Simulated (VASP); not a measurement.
Crystal: TiSe.

```
CELL_PARAMETERS angstrom
0.00000 3.10300 3.10300
3.10300 0.00000 3.10300
3.10300 3.10300 0.00000
ATOMIC_POSITIONS crystal
Ti 0.00000 0.00000 0.00000
Se 0.25000 0.25000 0.25000
```

Base run:

| Quantity | Value |
| --- | --- |
| Program | VASP 6.6.1 |
| Functional | r2SCAN |
| Potentials or basis | VASP PAW PBE potentials, release 64 (Ti_sv, Se) |
| Cutoff | 550 eV |
| k mesh | 5 × 5 × 5 |
| Occupations | gaussian, width 0.05 eV |
| Spin | collinear spin |
| Starting moments | [1.79, -0.06] μB |

Its results: band gap on the k mesh 0.15 eV (least direct gap 0.17 eV); pressure -4.4 GPa; net moment 2.00 μB per cell.

**Question.** The run is repeated on the same cell with these changes: moments at the start from [1.79, -0.06] to [0.1, 0.0]. What comes out?

**Answer.** Band gap on the k mesh zero (filled and empty bands overlap); pressure -11.3 GPa; net moment 0.00 μB per cell.

Caveats: the cell stands under tension; the PAW data sets were made with another functional, which shifts forces and pressure a little; an odd mesh through Γ misses points on the zone boundary, where band edges can lie (at least some runs).
